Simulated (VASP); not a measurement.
Pt:

```
Pt
1.0
     2.62446    0.00000    0.00000
    -1.31223    2.27285    0.00000
     0.00000    0.00000    4.53176
Pt
2
Direct
  0.66667 0.33333 0.75000
  0.33333 0.66667 0.25000
```

This isn't the form of Pt at room conditions, which is fcc.

Base run:

- Program: VASP 6.6.1
- Functional: LDA
- Potentials or basis: VASP PAW LDA potentials, release 64 (Pt_sv_GW)
- Cutoff: 570 eV
- k mesh: 21 × 21 × 10
- Occupations: gaussian, width 0.15 eV
- Spin: collinear spin
- Starting moments: [0.15, 0.15] μB
- Fixed moment: 0.3 μB

Its results: pressure 36.6 GPa; site moments Pt +0.16 μB.

Problem. The run is repeated on the same cell with these changes: fixed moment from 0.3 μB to 0.7 μB; moments at the start from [0.15, 0.15] to [0.35, 0.35]. What comes out?

Solution. Pressure 37.2 GPa; site moments Pt +0.37 μB.

Caveats: the total moment is fixed, so each spin has its own Fermi level and the state may be an excited one; the stress differs along the axes, from 32 to 39 GPa (at least some runs); the stress differs along the axes, from 32 to 40 GPa (at least some runs).
